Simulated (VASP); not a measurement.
# Ge (Cmmm) in VASP: further runs

Ge is run at these levels: PBEsol; tasks: single point.

Everything below comes from runs of VASP 6.6.1. Logs are shortened: lines on timing, memory, paths and dates and some standing lists are left out, and cuts for length are marked.

## Step 1: The cell of the first run

Symmetry: Cmmm, No. 65, orthorhombic system. The conventional cell has a = 2.864 Å, b = 5.331 Å, c = 2.631 Å, α = 90.00°, β = 90.00°, γ = 90.00°. Within 3.5 Å of Ge (site symmetry mmm) lie 8 Ge at 2.63 to 3.03 Å.

## Step 2: Single point, PBEsol (strain +0.025 along x and y, -0.025 along z)

The input, INCAR:

```
PREC = Accurate
ENCUT = 520
EDIFF = 1E-6
ISMEAR = 0
SIGMA = 0.15
LREAL = F
LASPH = T
NELM = 60
ALGO = Normal
ISIF = 2
LWAVE = F
LCHARG = F
GGA = PS
NBANDS = 13
```

The input, KPOINTS:

```
regular mesh
0
Gamma
  20 20 18
```

The input, POSCAR:

```
Ge
1.0
    1.4320777250     -2.6655289000      0.0000000000
    1.4320777250      2.6655289000      0.0000000000
    0.0000000000      0.0000000000      2.6307752250
Ge
1
Direct
    0.5000000000      0.5000000000      0.0000000000
```

Potentials or basis: VASP PAW PBE potentials, release 64 (Ge_d).

On the command line:

```
cat potpaw_PBE.64/Ge_d/POTCAR > POTCAR
mpirun -np 1 vasp_std > vasp.out
```

OUTCAR:

```text
PREC = Accurate
   ENCUT = 520
   EDIFF = 1E-6
   ISMEAR = 0
   LREAL = F
   LASPH = T
   NELM = 60
   ISIF = 2
   GGA = PS

 ion  position               nearest neighbor table
   1  0.500  0.500  0.000-

  LATTYP: Found a base centered orthorhombic cell.
 ALAT       =     2.8641554500
 B/A-ratio  =     1.8613018368
 C/A-ratio  =     0.9185169139

  Lattice vectors:

 A1 = (   1.4320777250,  -2.6655289000,   0.0000000000)
 A2 = (   1.4320777250,   2.6655289000,   0.0000000000)
 A3 = (   0.0000000000,   0.0000000000,   2.6307752250)

Analysis of symmetry for initial positions (statically):
=====================================================================
 Subroutine PRICEL returns:
 Original cell was already a primitive cell.

 Routine SETGRP: Setting up the symmetry group for a
 base centered orthorhombic supercell.

 Subroutine GETGRP returns: Found  8 space group operations
 (whereof  8 operations were pure point group operations)
 out of a pool of  8 trial point group operations.

The static configuration has the point symmetry D_2h.

Analysis of symmetry for dynamics (positions and initial velocities):
=====================================================================
 Subroutine PRICEL returns:
 Original cell was already a primitive cell.

 Routine SETGRP: Setting up the symmetry group for a
 base centered orthorhombic supercell.

 Subroutine GETGRP returns: Found  8 space group operations
 (whereof  8 operations were pure point group operations)
 out of a pool of  8 trial point group operations.

The dynamic configuration has the point symmetry D_2h.

 Subroutine INISYM returns: Found  8 space group operations
 (whereof  8 operations are pure point group operations),
 and found     1 'primitive' translations

----------------------------------------------------------------------------------------

                                     Primitive cell

  volume of cell :      20.0846

  direct lattice vectors                    reciprocal lattice vectors
     1.432077725 -2.665528900  0.000000000     0.349143061 -0.187580033  0.000000000
     1.432077725  2.665528900  0.000000000     0.349143061  0.187580033  0.000000000
     0.000000000  0.000000000  2.630775225     0.000000000  0.000000000  0.380116093

  length of vectors
     3.025870276  3.025870276  2.630775225     0.396342208  0.396342208  0.380116093

  position of ions in fractional coordinates (direct lattice)
     0.500000000  0.500000000  0.000000000

  ion indices of the primitive-cell ions
   primitive index   ion index
                 1           1

----------------------------------------------------------------------------------------

 KPOINTS: regular mesh

Automatic generation of k-mesh.
 Grid dimensions read from file:
 generate k-points for:   20   20   18

 Generating k-lattice:

  Cartesian coordinates                     Fractional coordinates (reciprocal lattice)
     0.017457153 -0.009379002  0.000000000     0.050000000 -0.000000000  0.000000000
     0.017457153  0.009379002  0.000000000    -0.000000000  0.050000000  0.000000000
     0.000000000  0.000000000  0.021117561     0.000000000  0.000000000  0.055555556

  Length of vectors
     0.019817110  0.019817110  0.021117561

  Shift w.r.t. Gamma in fractional coordinates (k-lattice)
     0.000000000  0.000000000  0.000000000

 Subroutine IBZKPT returns following result:
 ===========================================

 Found   1110 irreducible k-points:

 Following reciprocal coordinates:
            Coordinates               Weight
  0.000000  0.000000  0.000000      1.000000
  0.050000  0.000000  0.000000      4.000000
  0.100000 -0.000000  0.000000      4.000000
  0.150000 -0.000000  0.000000      4.000000
  0.200000 -0.000000  0.000000      4.000000
  0.250000  0.000000  0.000000      4.000000
[... 16 lines left out ...]
 -0.400000  0.050000  0.000000      4.000000
 -0.350000  0.050000  0.000000      4.000000
 [... further k-points ...]
   k-points           NKPTS =   1110   k-points in BZ     NKDIM =   1110   number of bands    NBANDS=     13
   number of dos      NEDOS =    301   number of ions     NIONS =      1
   total plane-waves  NPLWV =  11520
   dimension x,y,z NGX =    24 NGY =   24 NGZ =   20
   dimension x,y,z NGXF=    48 NGYF=   48 NGZF=   40
   ions per type =               1
   NGX,Y,Z   is equivalent  to a cutoff of  13.19, 13.19, 12.64 a.u.
   NGXF,Y,Z  is equivalent  to a cutoff of  26.37, 26.37, 25.28 a.u.
 SYSTEM =  unknown system
   PREC   = accura    normal or accurate (medium, high low for compatibility)
   ISTART =      0    job   : 0-new  1-cont  2-samecut
   ICHARG =      2    charge: 1-file 2-atom 10-const
   ISPIN  =      1    spin polarized calculation?
   LNONCOLLINEAR =      F non collinear calculations
   LSORBIT =      F    spin-orbit coupling
   LASPH  =      T    aspherical Exc in radial PAW
   ENCUT  =  520.0 eV  38.22 Ry    6.18 a.u.   5.63  5.63  4.89*2*pi/ulx,y,z
   NELM   =     60;   NELMIN=  2; NELMDL= -5     # of ELM steps
   EDIFF  = 0.1E-05   stopping-criterion for ELM
   LREAL  =      F    real-space projection
   EDIFFG = 0.1E-04   stopping-criterion for IOM
   NSW    =      0    number of steps for IOM
   IBRION =     -1    ionic relax: 0-MD 1-quasi-New 2-CG
   NFREE  =      0    steps in history (QN), initial steepest desc. (CG)
   ISIF   =      2    stress and relaxation
   ISYM   =      2    0-nonsym 1-usesym 2-fastsym
   POTIM  = 0.5000    time-step for ionic-motion
   TEBEG  =    0.0;   TEEND  =   0.0 temperature during run
   PSTRESS=    0.0 pullay stress
   NELECT =      14.0000    total number of electrons
   NUPDOWN=      -1.0000    fix difference up-down
   EMIN   =  10.00;   EMAX   =-10.00  energy-range for DOS
   EFERMI =   0.00;   METHOD = LEGACY
   ISMEAR =     0;   SIGMA  =   0.15  broadening in eV -4-tet -1-fermi 0-gaus
   EFERMI_NEDOS =   21; number of points for ismear=-14 and -15
   IALGO  =     38    algorithm
   IMIX   =      4    mixing-type and parameters
     AMIX     =   0.40;   BMIX     =  1.00
     AMIX_MAG =   1.60;   BMIX_MAG =  1.00
  volume/ion in A,a.u.               =      20.08       135.54
  Fermi-wavevector in a.u.,A,eV,Ry     =   1.451542  2.743017 28.667123  2.106974
  Thomas-Fermi vector in A             =   2.569027
   LORBIT       =      0    0 simple, 1 ext, 2 COOP (PROOUT), +10 PAW based schemes
   GGA     = PS    functional components
   LHFCALC =     F    Hartree Fock is set to
   AEXX    =    0.0000 exact exchange contribution
   IVDW    =     0    specifies the selected vdW correction
   LEPSILON=     F    determine dielectric tensor
   LRPA    =     F    only Hartree local field effects (RPA)
 non-spin polarized calculation
 Gauss-broadening in eV      SIGMA  =   0.15
  energy-cutoff  :      520.00
  volume of cell :       20.08
 maximum number of plane-waves:       558
   NGX = 11   NGY = 11   NGZ =  9

 number of electron      14.0000000 magnetization

 Free energy of the ion-electron system (eV)
  ---------------------------------------------------
  ext. energy  EPLUGINS =         0.00000000
  ---------------------------------------------------
  free energy    TOTEN  =        -4.70473557 eV

  energy without entropy =       -4.69951128  energy(sigma->0) =       -4.70212343

 E-fermi :   5.8407     XC(G=0): -11.0674

 val. band max:        5.8394692411   @ k =  -0.3000   0.2000   0.1111
 cond. band min:       5.8428149426   @ k =   0.5000   0.1500   0.5000
 fundamental gap:      0.0033457015
 Fermi energy:         5.8406718421

 k-point     1 :       0.0000    0.0000    0.0000
  band No.  band energies     occupation
      1     -18.8564      2.00000
      2     -18.7647      2.00000
      3     -18.7229      2.00000
      4     -18.6199      2.00000
      5     -18.6031      2.00000
      6      -6.8579      2.00000
      7      12.0849      0.00000
      8      13.4566      0.00000
      9      13.6363      0.00000
     10      16.3441      0.00000
     11      17.9125      0.00000
     12      19.9589      0.00000
     13      20.0405      0.00000

 k-point     2 :       0.0500    0.0000    0.0000
  band No.  band energies     occupation
      1     -18.8551      2.00000
      2     -18.7624      2.00000
      3     -18.7232      2.00000
      4     -18.6202      2.00000
      5     -18.6040      2.00000
      6      -6.8009      2.00000
      7      11.8562      0.00000
      8      12.9059      0.00000
      9      13.6908      0.00000
     10      16.5789      0.00000
     11      18.0224      0.00000
     12      19.0132      0.00000
     13      20.2900      0.00000

 k-point     3 :       0.1000   -0.0000    0.0000
  band No.  band energies     occupation
      1     -18.8514      2.00000
      2     -18.7560      2.00000
      3     -18.7237      2.00000
      4     -18.6210      2.00000
      5     -18.6067      2.00000
      6      -6.6301      2.00000
      7      11.0773      0.00000
      8      11.9120      0.00000
      9      13.8533      0.00000
     10      16.6378      0.00000
     11      17.8199      0.00000
     12      19.0751      0.00000
     13      21.2073      0.00000
[... 305 lines left out ...]
 k-point    23 :      -0.4000    0.0500    0.0000
  band No.  band energies     occupation
      1     -18.8246      2.00000
      2     -18.7420      2.00000
      3     -18.6642      2.00000
      4     -18.6403      2.00000
      5     -18.6242      2.00000
      6      -3.7694      2.00000
      7       2.9001      2.00000
      8       8.3921      0.00000
      9      13.9515      0.00000
     10      16.2709      0.00000
     11      20.7997      0.00000
     12      25.2537      0.00000
     13      25.7023      0.00000

 k-point    24 :      -0.3500    0.0500    0.0000
  band No.  band energies     occupation
      1     -18.8271      2.00000
      2     -18.7427      2.00000
      3     -18.6780      2.00000
      4     -18.6361      2.00000
      5     -18.6221      2.00000
      6      -4.5001      2.00000
      7       4.2833      2.00000
      8       8.6714      0.00000
      9      14.3853      0.00000
     10      15.7220      0.00000
     11      20.0605      0.00000
     12      25.8427      0.00000
     13      26.4236      0.00000

 [... further k-points ...]

------------------------ aborting loop because EDIFF is reached ----------------------------------------

  FORCE on cell =-STRESS in cart. coord.  units (eV):
  Direction    XX          YY          ZZ          XY          YZ          ZX
  --------------------------------------------------------------------------------------
  -------------------------------------------------------------------------------------
  Total       -0.8953061     -1.0568564     -0.0319084      0.0000000      0.0000000      0.0000000
  in kB      -71.4197656    -84.3068442     -2.5453789      0.0000000      0.0000000      0.0000000
  external PRESSURE =     -52.7573296 kB  Pullay stress =       0.0000000 kB

 VOLUME and BASIS-vectors are now :
 -----------------------------------------------------------------------------
  energy-cutoff  :      520.00
  volume of cell :       20.08
      direct lattice vectors                 reciprocal lattice vectors
     1.432077725 -2.665528900  0.000000000     0.349143061 -0.187580033  0.000000000
     1.432077725  2.665528900  0.000000000     0.349143061  0.187580033  0.000000000
     0.000000000  0.000000000  2.630775225     0.000000000  0.000000000  0.380116093

 POSITION                                       TOTAL-FORCE (eV/Angst)
 -----------------------------------------------------------------------------------
      1.43208      0.00000      0.00000        -0.000000      0.000000      0.000000
 -----------------------------------------------------------------------------------
    total drift:                               -0.000000     -0.000000     -0.000000

  FREE ENERGIE OF THE ION-ELECTRON SYSTEM (eV)
  ---------------------------------------------------
  free  energy   TOTEN  =        -4.7047355686 eV

  energy  without entropy=       -4.6995112817  energy(sigma->0) =       -4.70212343
```

Wall time 1.7 min (1 thread of Intel Xeon Platinum 8259CL at 2.50GHz (Skylake/Cascade Lake), shared host); peak memory 0.35 GiB.

Results:

| Item | Value |
| --- | --- |
| Free energy | -4.7047 eV |
| Pressure | -5.3 GPa |
| Band gap on the k mesh | zero (bands 7 and 8 overlap by 9.21 eV) |

Levels at points of the mesh, in eV from the Fermi level:
```csv
k point,band 3,band 4,band 5,band 6,band 7,band 8,band 9,band 10,band 11,band 12
"(0.00, 0.00, 0.00)",-24.56,-24.46,-24.44,-12.70,6.24,7.62,7.80,10.50,12.07,14.12
"(0.50, 0.00, 0.00)",-24.49,-24.48,-24.47,-8.14,-5.20,2.89,6.93,11.26,17.14,17.34
"(0.50, 0.50, 0.00)",-24.49,-24.49,-24.45,-8.93,-5.39,4.54,8.51,10.66,16.39,17.09
"(0.00, 0.00, 0.50)",-24.55,-24.53,-24.45,-8.47,-5.56,9.42,10.79,15.15,15.72,16.40
"(0.50, 0.00, 0.50)",-24.56,-24.48,-24.36,-3.52,-1.91,-1.75,3.69,6.13,11.47,12.60
"(0.50, 0.50, 0.50)",-24.54,-24.49,-24.38,-4.41,-2.50,-1.88,3.34,7.78,13.17,14.26
```

Caveat: the cell differs from its parent crystal (strain +0.025 along x and y, -0.025 along z); the stress differs along the axes, from -8 to -0 GPa; the PAW data sets were made with another functional, which shifts forces and pressure a little.

## Step 3: Single point, PBEsol (strain +0.050 along x and y, +0.050 along z)

The input, INCAR:

```
SYSTEM = Ge
ALGO     = Normal         ! electronic algorithm
EDIFF    = 1E-6           ! SCF threshold, eV
ENCUT    = 520            ! plane-wave cutoff, eV
GGA      = PS             ! functional
ISIF     = 2              ! what is computed and relaxed
ISMEAR   = 0              ! smearing method
LASPH    = .True.         ! aspherical terms in the spheres
LCHARG   = .False.        ! write CHGCAR
LREAL    = .False.        ! projectors in reciprocal space
LWAVE    = .False.        ! write WAVECAR
NBANDS   = 13             ! bands
NELM     = 60             ! most SCF steps
PREC     = Accurate       ! precision mode
SIGMA    = 0.15           ! smearing width, eV
```

The input, KPOINTS:

```
k-points
0
Gamma
  20 20 18
  0 0 0
```

The input, POSCAR:

```
Ge
1.0
    1.4670064500     -2.7305418000      0.0000000000
    1.4670064500      2.7305418000      0.0000000000
    0.0000000000      0.0000000000      2.8331425500
Ge
1
Direct
    0.5000000000      0.5000000000      0.0000000000
```

Potentials or basis: VASP PAW PBE potentials, release 64 (Ge_d).

On the command line:

```
cat potpaw_PBE.64/Ge_d/POTCAR > POTCAR
mpirun -np 1 vasp_std > vasp.out
```

Wall time 1.8 min (1 thread of Intel Xeon Platinum 8259CL at 2.50GHz (Skylake/Cascade Lake), shared host); peak memory 0.39 GiB.

The run converged. Its results:

* Free energy: -4.5910 eV
* Pressure: -10.1 GPa
* Band gap on the k mesh: zero (bands 7 and 8 overlap by 8.25 eV)

Stress tensor (GPa, compression positive):
```
 -9.97   0.00   0.00
  0.00 -10.38   0.00
  0.00   0.00 -10.05
```

Levels at points of the mesh, in eV from the Fermi level:
```
           k point  band 4  band 5  band 6  band 7  band 8  band 9  band 10  band 11
(0.00, 0.00, 0.00)  -24.44  -24.42  -11.75    5.90    6.18    7.45     9.63    11.44
(0.50, 0.00, 0.00)  -24.44  -24.44   -7.56   -4.47    3.10    7.09     9.02    14.89
(0.50, 0.50, 0.00)  -24.45  -24.43   -8.29   -4.64    4.64    8.48     8.59    14.18
(0.00, 0.00, 0.50)  -24.46  -24.44   -8.61   -4.81    8.44    9.68    14.80    14.85
(0.50, 0.00, 0.50)  -24.44  -24.37   -4.20   -1.84   -1.31    3.86     5.46    10.63
(0.50, 0.50, 0.50)  -24.45  -24.39   -5.00   -1.95   -1.86    3.52     6.99    12.20
```

Caveat: the cell differs from its parent crystal (strain +0.050 along x and y, +0.050 along z); the cell stands under tension; the PAW data sets were made with another functional, which shifts forces and pressure a little.
